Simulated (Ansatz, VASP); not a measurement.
One calculation of AlN, two programs

Contents of POSCAR:

```
AlN
1.0
    0.0000000000      2.0365713429      2.0365713429
    2.0365713429      0.0000000000      2.0365713429
    2.0365713429      2.0365713429      0.0000000000
Al N
1 1
Direct
    0.5000000000      0.5000000000      0.5000000000
    0.0000000000      0.0000000000      0.0000000000
```

The input INCAR.step1:

```
PREC     = Accurate       # precision mode
ENCUT    = 660            # plane-wave cutoff, eV
ISMEAR   = 0              # smearing method
SIGMA    = 0.02           # smearing width, eV
LREAL    = False          # projectors in reciprocal space
LASPH    = True           # aspherical terms in the spheres
NELM     = 120            # most SCF steps
NBANDS   = 11             # bands
GGA      = PE             # functional
ALGO     = Normal         # electronic algorithm
EDIFF    = 1E-5           # SCF threshold, eV
LWAVE    = True           # write WAVECAR
LCHARG   = False          # write CHGCAR
GGA_COMPAT= False
```

File INCAR.step2:

```
PREC     = Accurate       # precision mode
ENCUT    = 660            # plane-wave cutoff, eV
EDIFF    = 1E-6           # SCF threshold, eV
ISMEAR   = 0              # smearing method
SIGMA    = 0.02           # smearing width, eV
LREAL    = False          # projectors in reciprocal space
LASPH    = True           # aspherical terms in the spheres
NELM     = 120            # most SCF steps
ALGO     = Normal         # electronic algorithm
ISIF     = 2              # what is computed and relaxed
LWAVE    = False          # write WAVECAR
LCHARG   = True           # write CHGCAR
METAGGA  = R2SCAN         # meta-GGA
LMIXTAU  = True         
LUSE_VDW = True         
IVDW_NL  = 2            
BPARAM   = 11.95        
CPARAM   = 0.0093       
LELF     = True           # ELF
LVHAR    = True         
NBANDS   = 11             # bands
ISTART   = 1            
GGA_COMPAT= False
```

File KPOINTS:

```
Automatic mesh
0
Gamma
  10 10 10
```

Input for Ansatz:

```yaml
crystal:
  lattice:
    - [0.0, 2.0365713429, 2.0365713429]
    - [2.0365713429, 0.0, 2.0365713429]
    - [2.0365713429, 2.0365713429, 0.0]
  atoms:
    - { symbol: Al, position: [0.5, 0.5, 0.5] }
    - { symbol: "N", position: [0.0, 0.0, 0.0] }
basis:
  ecutwfc: 500
kpoints:
  mp_grid: { grid: [10, 10, 10] }
hamiltonian:
  xc: r2scan
  dispersion: rvv10
  pseudopotentials: { kind: paw }
scf:
  occupations: { method: gaussian, width: 0.02 }
output:
  forces: true
  stress: true
  eigenvalues: true
```

Alike in both runs: task single point; functional r2SCAN; dispersion rVV10; k mesh 10 × 10 × 10; occupations gaussian, width 0.02 eV; no spin polarisation.

|  | VASP | Ansatz |
| --- | --- | --- |
| version | VASP 6.6.1 | Ansatz 0.2.0 |
| potentials or method | VASP PAW PBE potentials, release 64 (Al, N), cutoff 660 eV | scalar-relativistic, plane waves, PAW |
| valence electrons in the cell | 8 | 8 |

VASP gave:

```
gap on the k mesh at the Fermi level (eV) : 5.24
least direct gap on the mesh (eV)         : 6.17
pressure (GPa)                            : -8.4
```

Q: What did Ansatz give for the same quantities?

A: gap on the k mesh at the Fermi level (eV): 5.24; least direct gap on the mesh (eV): 6.12; pressure (GPa): -7.8.

VASP's potentials were made for PBE, not for r2SCAN.
